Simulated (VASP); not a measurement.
# TaN (R-3m) in VASP: further runs, part 2 of 2

VASP 6.6.1. The steps go on from the part before.

### Step 3. Single point, PBEsol

This run uses another cell than the first one, of 10.75 Å³/atom, 1.027 times its volume.

INCAR reads:

```
  PREC = Accurate
  ENCUT = 520
  EDIFF = 1E-7
  ISMEAR = 0
  SIGMA = 0.15
  LREAL = False
  LASPH = True
  NELM = 60
  ALGO = Normal
  ISIF = 2
  LWAVE = False
  LCHARG = False
  GGA = PS
  NBANDS = 15
```

KPOINTS reads:

```
Automatic mesh
0
Gamma
  20 20 20
```

POSCAR reads:

```
TaN
1.0
   -0.2601108328      2.0846382613      2.0846382613
    2.0846382613     -0.2601108328      2.0846382613
    2.0846382613      2.0846382613     -0.2601108328
Ta N
1 1
Direct
    0.5000000000      0.5000000000      0.5000000000
    0.0000000000      0.0000000000      0.0000000000
```

Potentials or basis: VASP PAW PBE potentials, release 64 (Ta_pv, N).

Run with:

```
$ cat potpaw_PBE.64/Ta_pv/POTCAR potpaw_PBE.64/N/POTCAR > POTCAR
$ mpirun -np 1 vasp_std > vasp.out
```

OUTCAR:

```text
PREC = Accurate
   ENCUT = 520
   EDIFF = 1E-7
   ISMEAR = 0
   LREAL = False
   LASPH = True
   NELM = 60
   ISIF = 2
   GGA = PS

 ion  position               nearest neighbor table
   1  0.500  0.500  0.500-   2 2.22   2 2.22   2 2.22   2 2.22   2 2.22   2 2.22
   2  0.000  0.000  0.000-   1 2.22   1 2.22   1 2.22   1 2.22   1 2.22   1 2.22

  LATTYP: Found a trigonal (rhomboedric) cell.
 ALAT       =     2.9595761531
 COS(alpha) =     0.3723266135

  Lattice vectors:

 A1 = (  -0.2601108328,   2.0846382613,   2.0846382613)
 A2 = (   2.0846382613,  -0.2601108328,   2.0846382613)
 A3 = (   2.0846382613,   2.0846382613,  -0.2601108328)

Analysis of symmetry for initial positions (statically):
=====================================================================
 Subroutine PRICEL returns:
 Original cell was already a primitive cell.

 Routine SETGRP: Setting up the symmetry group for a
 trigonal (rhombohedral) supercell.

 Subroutine GETGRP returns: Found 12 space group operations
 (whereof 12 operations were pure point group operations)
 out of a pool of 12 trial point group operations.

The static configuration has the point symmetry D_3d.

Analysis of symmetry for dynamics (positions and initial velocities):
=====================================================================
 Subroutine PRICEL returns:
 Original cell was already a primitive cell.

 Routine SETGRP: Setting up the symmetry group for a
 trigonal (rhombohedral) supercell.

 Subroutine GETGRP returns: Found 12 space group operations
 (whereof 12 operations were pure point group operations)
 out of a pool of 12 trial point group operations.

The dynamic configuration has the point symmetry D_3d.

 Subroutine INISYM returns: Found 12 space group operations
 (whereof 12 operations are pure point group operations),
 and found     1 'primitive' translations

----------------------------------------------------------------------------------------

                                     Primitive cell

  volume of cell :      21.4920

  direct lattice vectors                    reciprocal lattice vectors
    -0.260110833  2.084638261  2.084638261    -0.199053556  0.227431308  0.227431308
     2.084638261 -0.260110833  2.084638261     0.227431308 -0.199053556  0.227431308
     2.084638261  2.084638261 -0.260110833     0.227431308  0.227431308 -0.199053556

  length of vectors
     2.959576153  2.959576153  2.959576153     0.378249016  0.378249016  0.378249016

  position of ions in fractional coordinates (direct lattice)
     0.500000000  0.500000000  0.500000000
     0.000000000  0.000000000  0.000000000

  ion indices of the primitive-cell ions
   primitive index   ion index
                 1           1
                 2           2

----------------------------------------------------------------------------------------

 KPOINTS: Automatic mesh

Automatic generation of k-mesh.
 Grid dimensions read from file:
 generate k-points for:   20   20   20

 Generating k-lattice:

  Cartesian coordinates                     Fractional coordinates (reciprocal lattice)
    -0.009952678  0.011371565  0.011371565     0.050000000  0.000000000  0.000000000
     0.011371565 -0.009952678  0.011371565     0.000000000  0.050000000  0.000000000
     0.011371565  0.011371565 -0.009952678     0.000000000  0.000000000  0.050000000

  Length of vectors
     0.018912451  0.018912451  0.018912451

  Shift w.r.t. Gamma in fractional coordinates (k-lattice)
     0.000000000  0.000000000  0.000000000

 Subroutine IBZKPT returns following result:
 ===========================================

 Found    781 irreducible k-points:

 Following reciprocal coordinates:
            Coordinates               Weight
  0.000000  0.000000  0.000000      1.000000
  0.050000  0.000000  0.000000      6.000000
  0.100000 -0.000000 -0.000000      6.000000
  0.150000  0.000000  0.000000      6.000000
  0.200000 -0.000000 -0.000000      6.000000
  0.250000 -0.000000 -0.000000      6.000000
[... 16 lines left out ...]
 -0.400000  0.050000 -0.000000     12.000000
 -0.350000  0.050000 -0.000000     12.000000
 [... further k-points ...]
   k-points           NKPTS =    781   k-points in BZ     NKDIM =    781   number of bands    NBANDS=     15
   number of dos      NEDOS =    301   number of ions     NIONS =      2
   total plane-waves  NPLWV =  13824
   dimension x,y,z NGX =    24 NGY =   24 NGZ =   24
   dimension x,y,z NGXF=    48 NGYF=   48 NGZF=   48
   ions per type =               1   1
   NGX,Y,Z   is equivalent  to a cutoff of  13.48, 13.48, 13.48 a.u.
   NGXF,Y,Z  is equivalent  to a cutoff of  26.96, 26.96, 26.96 a.u.
 SYSTEM =  unknown system
   PREC   = accura    normal or accurate (medium, high low for compatibility)
   ISTART =      0    job   : 0-new  1-cont  2-samecut
   ICHARG =      2    charge: 1-file 2-atom 10-const
   ISPIN  =      1    spin polarized calculation?
   LNONCOLLINEAR =      F non collinear calculations
   LSORBIT =      F    spin-orbit coupling
   LASPH  =      T    aspherical Exc in radial PAW
   ENCUT  =  520.0 eV  38.22 Ry    6.18 a.u.   5.50  5.50  5.50*2*pi/ulx,y,z
   NELM   =     60;   NELMIN=  2; NELMDL= -5     # of ELM steps
   EDIFF  = 0.1E-06   stopping-criterion for ELM
   LREAL  =      F    real-space projection
   EDIFFG = 0.1E-05   stopping-criterion for IOM
   NSW    =      0    number of steps for IOM
   IBRION =     -1    ionic relax: 0-MD 1-quasi-New 2-CG
   NFREE  =      0    steps in history (QN), initial steepest desc. (CG)
   ISIF   =      2    stress and relaxation
   ISYM   =      2    0-nonsym 1-usesym 2-fastsym
   POTIM  = 0.5000    time-step for ionic-motion
   TEBEG  =    0.0;   TEEND  =   0.0 temperature during run
   PSTRESS=    0.0 pullay stress
   NELECT =      16.0000    total number of electrons
   NUPDOWN=      -1.0000    fix difference up-down
   EMIN   =  10.00;   EMAX   =-10.00  energy-range for DOS
   EFERMI =   0.00;   METHOD = LEGACY
   ISMEAR =     0;   SIGMA  =   0.15  broadening in eV -4-tet -1-fermi 0-gaus
   EFERMI_NEDOS =   21; number of points for ismear=-14 and -15
   IALGO  =     38    algorithm
   IMIX   =      4    mixing-type and parameters
     AMIX     =   0.40;   BMIX     =  1.00
     AMIX_MAG =   1.60;   BMIX_MAG =  1.00
  volume/ion in A,a.u.               =      10.75        72.52
  Fermi-wavevector in a.u.,A,eV,Ry     =   1.483733  2.803850 29.952748  2.201465
  Thomas-Fermi vector in A             =   2.597358
   LORBIT       =      0    0 simple, 1 ext, 2 COOP (PROOUT), +10 PAW based schemes
   GGA     = PS    functional components
   LHFCALC =     F    Hartree Fock is set to
   AEXX    =    0.0000 exact exchange contribution
   IVDW    =     0    specifies the selected vdW correction
   LEPSILON=     F    determine dielectric tensor
   LRPA    =     F    only Hartree local field effects (RPA)
 non-spin polarized calculation
 Gauss-broadening in eV      SIGMA  =   0.15
  energy-cutoff  :      520.00
  volume of cell :       21.49
 maximum number of plane-waves:       597
 NGX is ok and might be reduce to    24
   NGX = 11   NGY = 11   NGZ = 11

 number of electron      16.0000000 magnetization

 Free energy of the ion-electron system (eV)
  ---------------------------------------------------
  ext. energy  EPLUGINS =         0.00000000
  ---------------------------------------------------
  free energy    TOTEN  =       -22.96500441 eV

  energy without entropy =      -22.95456899  energy(sigma->0) =      -22.95978670

 E-fermi :   8.9709     XC(G=0): -13.5361

 val. band max:        8.9669486106   @ k =   0.2000   0.0500   0.0500
 cond. band min:       8.9728538451   @ k =  -0.2000   0.3500   0.1000
 fundamental gap:      0.0059052345
 Fermi energy:         8.9708774034

 k-point     1 :       0.0000    0.0000    0.0000
  band No.  band energies     occupation
      1     -26.5819      2.00000
      2     -26.5819      2.00000
      3     -26.3366      2.00000
      4      -9.3939      2.00000
      5       5.4029      2.00000
      6       5.4029      2.00000
      7       6.0098      2.00000
      8       6.0098      2.00000
      9       6.2158      2.00000
     10       8.3304      2.00000
     11       9.7076      0.00000
     12       9.7076      0.00000
     13      11.9027      0.00000
     14      19.2093      0.00000
[... 401 lines left out ...]
      2     -26.5906      2.00000
      3     -26.4495      2.00000
      4      -7.1495      2.00000
      5      -0.1066      2.00000
      6       2.0293      2.00000
      7       3.4434      2.00000
      8       8.7499      1.96276
      9       9.4992      0.00000
     10      10.8216      0.00000
     11      14.4572      0.00000
     12      14.9902      0.00000
     13      15.4964      0.00000
     14      20.0795      0.00000
     15      21.5410      0.00000

 [... further k-points ...]
[... 5 lines left out ...]
  --------------------------------------------------------------------------------------
  -------------------------------------------------------------------------------------
  Total       -0.9236453     -0.9236453     -0.9236453      1.4280744      1.4280744      1.4280744
  in kB      -68.8555514    -68.8555514    -68.8555514    106.4595365    106.4595365    106.4595365
  external PRESSURE =     -68.8555514 kB  Pullay stress =       0.0000000 kB

 VOLUME and BASIS-vectors are now :
 -----------------------------------------------------------------------------
  energy-cutoff  :      520.00
  volume of cell :       21.49
      direct lattice vectors                 reciprocal lattice vectors
    -0.260110833  2.084638261  2.084638261    -0.199053556  0.227431308  0.227431308
     2.084638261 -0.260110833  2.084638261     0.227431308 -0.199053556  0.227431308
     2.084638261  2.084638261 -0.260110833     0.227431308  0.227431308 -0.199053556

 POSITION                                       TOTAL-FORCE (eV/Angst)
 -----------------------------------------------------------------------------------
      1.95458      1.95458      1.95458         0.000000      0.000000     -0.000000
      0.00000      0.00000      0.00000         0.000000      0.000000      0.000000
 -----------------------------------------------------------------------------------
    total drift:                                0.000000     -0.000000     -0.000000

  FREE ENERGIE OF THE ION-ELECTRON SYSTEM (eV)
  ---------------------------------------------------
  free  energy   TOTEN  =       -22.9650044135 eV

  energy  without entropy=      -22.9545689863  energy(sigma->0) =      -22.95978670
```

stdout:

```text
POSCAR found type information on POSCAR TaN
 POSCAR found :  2 types and       2 ions
 scaLAPACK will be used
 -----------------------------------------------------------------------------
|                                                                             |
|                                                                             |
|     You enforced a specific xc type in the INCAR file but a different       |
|     I HOPE YOU KNOW WHAT YOU ARE DOING!                                     |
|                                                                             |
 -----------------------------------------------------------------------------

 LDA part: xc-table for (Slater+PW92), standard interpolation
 POSCAR, INCAR and KPOINTS ok, starting setup
 FFT: planning ... GRIDC
 FFT: planning ... GRID_SOFT
 FFT: planning ... GRID
 WAVECAR not read
 entering main loop
```

It took 5.6 min on 1 thread of AMD EPYC 7R43 (Zen 3), shared host; peak memory 0.32 GiB.

Results:

```
Free energy            : -22.9650 eV
Pressure               : -6.9 GPa
Band gap on the k mesh : zero (band 8 reaches 11.75 eV, above the bottom of band 9 at 6.14 eV)
```

Caveat: the PAW data sets were made with another functional, which shifts forces and pressure a little; spin-orbit coupling is left out, which moves the levels of the heavy elements.

### Step 4. Single point, PBEsol

This run uses another cell than the first one, of 10.75 Å³/atom, 1.027 times its volume.

INCAR reads:

```
SYSTEM = TaN
ALGO = Normal ; EDIFF = 1E-7
ENCUT = 520 ; GGA = PS
ISIF = 2 ; ISMEAR = 0
LASPH = .TRUE. ; LCHARG = .FALSE.
LREAL = .FALSE. ; LWAVE = .FALSE.
NBANDS = 15 ; NELM = 100
PREC = Accurate ; SIGMA = 0.15
```

KPOINTS reads:

```
k-points
0
G
  20 20 20
  0 0 0
```

POSCAR reads:

```
TaN
1.0
    0.2763584433      2.3532004517      2.3532004517
    2.3532004517      0.2763584433      2.3532004517
    2.3532004517      2.3532004517      0.2763584433
Ta N
1 1
Direct
    0.5000000000      0.5000000000      0.5000000000
    0.0000000000      0.0000000000      0.0000000000
```

Potentials or basis: VASP PAW PBE potentials, release 64 (Ta_pv, N).

Run with:

```
$ cat potpaw_PBE.64/Ta_pv/POTCAR potpaw_PBE.64/N/POTCAR > POTCAR
$ mpirun -np 1 vasp_std > vasp.out
```

OUTCAR:

```text
SYSTEM = TaN
   EDIFF = 1E-7
   ENCUT = 520
   GGA = PS
   ISIF = 2
   ISMEAR = 0
   LASPH = .TRUE.
   LREAL = .FALSE.
   NELM = 100
   PREC = Accurate

 ion  position               nearest neighbor table
   1  0.500  0.500  0.500-   2 2.22   2 2.22   2 2.22   2 2.22   2 2.22   2 2.22
   2  0.000  0.000  0.000-   1 2.22   1 2.22   1 2.22   1 2.22   1 2.22   1 2.22

  LATTYP: Found a trigonal (rhomboedric) cell.
 ALAT       =     3.3393829851
 COS(alpha) =     0.6132106929

  Lattice vectors:

 A1 = (   0.2763584433,   2.3532004517,   2.3532004517)
[... 610 lines left out ...]
     10      12.0567      0.00000
     11      14.4602      0.00000
     12      15.2727      0.00000
     13      16.0511      0.00000
     14      21.0656      0.00000
     15      21.5297      0.00000

 [... further k-points ...]
[... 5 lines left out ...]
  --------------------------------------------------------------------------------------
  -------------------------------------------------------------------------------------
  Total       -0.8380489     -0.8380489     -0.8380489     -0.8250062     -0.8250062     -0.8250062
  in kB      -62.4745454    -62.4745454    -62.4745454    -61.5022474    -61.5022474    -61.5022474
  external PRESSURE =     -62.4745454 kB  Pullay stress =       0.0000000 kB

 VOLUME and BASIS-vectors are now :
 -----------------------------------------------------------------------------
  energy-cutoff  :      520.00
  volume of cell :       21.49
      direct lattice vectors                 reciprocal lattice vectors
     0.276358443  2.353200452  2.353200452    -0.254102846  0.227397429  0.227397429
     2.353200452  0.276358443  2.353200452     0.227397429 -0.254102846  0.227397429
     2.353200452  2.353200452  0.276358443     0.227397429  0.227397429 -0.254102846

 POSITION                                       TOTAL-FORCE (eV/Angst)
 -----------------------------------------------------------------------------------
      2.49138      2.49138      2.49138        -0.000000      0.000000     -0.000000
      0.00000      0.00000      0.00000         0.000000     -0.000000      0.000000
 -----------------------------------------------------------------------------------
    total drift:                                0.000000      0.000000      0.000000

  FREE ENERGIE OF THE ION-ELECTRON SYSTEM (eV)
  ---------------------------------------------------
  free  energy   TOTEN  =       -23.0464460662 eV

  energy  without entropy=      -23.0358321336  energy(sigma->0) =      -23.04113910
```

It took 9.3 min on 1 thread of AMD EPYC 7R43 (Zen 3), shared host; peak memory 0.34 GiB.

Results:

```yaml
Free_energy: -23.0464 eV
Pressure: -6.2 GPa
Band_gap_on_the_k_mesh: zero (band 8 reaches 9.82 eV, above the bottom of band 9 at 7.68 eV)
```

Stress tensor (GPa, compression positive):
```
-6.25 -6.15 -6.15
-6.15 -6.25 -6.15
-6.15 -6.15 -6.25
```

Levels at points of the mesh, in eV from the Fermi level:
```
           k point  band 6  band 7  band 8  band 9  band 10  band 11
(0.00, 0.00, 0.00)   -3.67   -2.60   -2.60   -1.06    -1.06     1.09
(0.50, 0.00, 0.00)   -7.97   -6.14   -0.31    4.06     4.28     4.45
(0.50, 0.50, 0.00)   -5.05   -4.35   -3.42    2.15     3.00     4.27
(0.50, 0.50, 0.50)   -5.65   -5.65    1.08    1.55     1.55     5.37
```

Caveat: the PAW data sets were made with another functional, which shifts forces and pressure a little; spin-orbit coupling is left out, which moves the levels of the heavy elements.

### Step 5. Single point, PBEsol

This run uses another cell than the first one, of 10.19 Å³/atom, 0.973 times its volume.

INCAR reads:

```
  PREC = Accurate
  ENCUT = 520
  EDIFF = 1E-6
  ISMEAR = 0
  SIGMA = 0.15
  LREAL = F
  LASPH = T
  NELM = 60
  ALGO = Normal
  ISIF = 2
  LWAVE = F
  LCHARG = F
  GGA = PS
  NBANDS = 15
```

KPOINTS reads:

```
regular mesh
0
Gamma
  20 20 20
```

POSCAR reads:

```
TaN
1.0
    0.2714897500      2.3117433824      2.3117433824
    2.3117433824      0.2714897500      2.3117433824
    2.3117433824      2.3117433824      0.2714897500
Ta N
1 1
Direct
    0.5000000000      0.5000000000      0.5000000000
    0.0000000000      0.0000000000      0.0000000000
```

Run with:

```
$ cat potpaw_PBE.64/Ta_pv/POTCAR potpaw_PBE.64/N/POTCAR > POTCAR
$ mpirun -np 1 vasp_std > vasp.out
```

Wall time 2.3 min (1 thread of Intel Xeon 6975P-C, shared host); peak memory 0.35 GiB.

The run converged. Its results:

```yaml
Free_energy: -23.0250 eV
Pressure: 13.0 GPa
Band_gap_on_the_k_mesh: zero (band 8 reaches 10.52 eV, above the bottom of band 9 at 8.18 eV)
```

Stress tensor (GPa, compression positive):
```
13.04 -6.77 -6.77
-6.77 13.04 -6.77
-6.77 -6.77 13.04
```

Levels at points of the mesh, in eV from the Fermi level:
```csv
k point,band 6,band 7,band 8,band 9,band 10,band 11
"(0.00, 0.00, 0.00)",-3.88,-2.72,-2.72,-1.16,-1.16,1.15
"(0.50, 0.00, 0.00)",-8.41,-6.48,-0.33,4.37,4.52,4.79
"(0.50, 0.50, 0.00)",-5.40,-4.43,-3.53,2.31,3.26,4.79
"(0.50, 0.50, 0.50)",-5.96,-5.96,1.18,1.67,1.67,5.57
```

Caveat: the PAW data sets were made with another functional, which shifts forces and pressure a little; spin-orbit coupling is left out, which moves the levels of the heavy elements.

### Step 6. Single point, PBEsol

This run uses another cell than the first one, of 10.19 Å³/atom, 0.973 times its volume.

INCAR reads:

```
PREC     = Accurate       # precision mode
ENCUT    = 520            # plane-wave cutoff, eV
EDIFF    = 1E-7           # SCF threshold, eV
ISMEAR   = 0              # smearing method
SIGMA    = 0.15           # smearing width, eV
LREAL    = F              # projectors in reciprocal space
LASPH    = T              # aspherical terms in the spheres
NELM     = 100            # most SCF steps
ALGO     = Normal         # electronic algorithm
ISIF     = 2              # what is computed and relaxed
LWAVE    = F              # write WAVECAR
LCHARG   = F              # write CHGCAR
GGA      = PS             # functional
NBANDS   = 15             # bands
```

KPOINTS is that of step 5.

POSCAR reads:

```
TaN
1.0
   -0.1720108077      2.0853488737      2.0853488737
    2.0853488737     -0.1720108077      2.0853488737
    2.0853488737      2.0853488737     -0.1720108077
Ta N
1 1
Direct
    0.5000000000      0.5000000000      0.5000000000
    0.0000000000      0.0000000000      0.0000000000
```

Potentials or basis: VASP PAW PBE potentials, release 64 (Ta_pv, N).

Run with:

```
$ cat potpaw_PBE.64/Ta_pv/POTCAR potpaw_PBE.64/N/POTCAR > POTCAR
$ mpirun -np 1 vasp_std > vasp.out
```

Run time: 2.3 min. Hardware: 1 thread of Intel Xeon 6975P-C, shared host; peak memory 0.35 GiB.

It converged, with:

```
Free energy            : -23.0918 eV
Pressure               : 12.0 GPa
Band gap on the k mesh : zero (band 8 reaches 12.44 eV, above the bottom of band 9 at 6.83 eV)
```

Stress tensor (GPa, compression positive):
```
12.04  7.13  7.13
 7.13 12.04  7.13
 7.13  7.13 12.04
```

Levels at points of the mesh, in eV from the Fermi level:
```
           k point  band 6  band 7  band 8  band 9  band 10  band 11
(0.00, 0.00, 0.00)   -3.89   -3.28   -2.91   -2.91    -1.03     0.38
(0.50, 0.00, 0.00)   -7.99   -6.74    0.85    0.99     4.02     4.37
(0.50, 0.50, 0.00)   -5.67   -4.89   -4.13    2.08     3.26     4.31
(0.50, 0.50, 0.50)   -8.44   -8.44    2.70    3.02     3.02     3.81
```

Caveat: the PAW data sets were made with another functional, which shifts forces and pressure a little; spin-orbit coupling is left out, which moves the levels of the heavy elements.

### Step 7. Overview

```tsv
cell	gap on the mesh (eV)	pressure (GPa)
a = 3.231 Å, angles 54.7°, 2 atoms	none	2.0
a = 2.960 Å, angles 68.1°, 2 atoms	none	-6.9
a = 3.339 Å, angles 52.2°, 2 atoms	none	-6.2
a = 3.281 Å, angles 52.2°, 2 atoms	none	13.0
a = 2.954 Å, angles 65.4°, 2 atoms	none	12.0
```

Alike in all rows: task single point; level PBEsol; potentials or basis VASP PAW PBE potentials, release 64 (Ta_pv, N); no spin polarisation; k mesh 20 × 20 × 20; cutoff (eV) 520; smearing gaussian 0.15 eV.

Caveats: the PAW data sets were made with another functional, which shifts forces and pressure a little; spin-orbit coupling is left out, which moves the levels of the heavy elements.

Absolute energies hang on the potentials; compare differences alone.
